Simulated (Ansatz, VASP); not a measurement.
MgO: VASP beside Ansatz

```
Mg O
1.0
     0.00000    2.07985    2.07985
     2.07985    0.00000    2.07985
     2.07985    2.07985    0.00000
Mg O
1 1
Direct
  0.00000 0.00000 0.00000
  0.50000 0.50000 0.50000
```

Alike in both runs: functional LDA; k mesh 10 × 10 × 10; no spin polarisation.

Ansatz relaxed the structure, and its values are those at the end. VASP's run is a single point on that final structure, the one shown.

|  | VASP | Ansatz |
| --- | --- | --- |
| version | VASP 6.6.1 | Ansatz 0.2.0 |
| potentials or method | VASP PAW LDA potentials, release 64 (Mg, O), cutoff 520 eV | scalar-relativistic, plane waves, PAW |
| occupations | gaussian, width 0.01 eV | fixed |
| valence electrons in the cell | 8 | 16 |

|  | VASP | Ansatz | Ansatz less VASP |
| --- | --- | --- | --- |
| gap on the k mesh at the Fermi level (eV) | 5.03 | 5.03 | 0.000 |
| least direct gap on the mesh (eV) | 5.03 | 5.03 | 0.000 |
| pressure (GPa) | -1.7 | 0.0 | +1.74 |

LDA's correlation is that of Perdew and Zunger in VASP and of Perdew and Wang (1992) in Ansatz. VASP's potentials hold 8 valence electrons a cell and Ansatz's 16, so a difference there can come from the potentials and not from the codes.
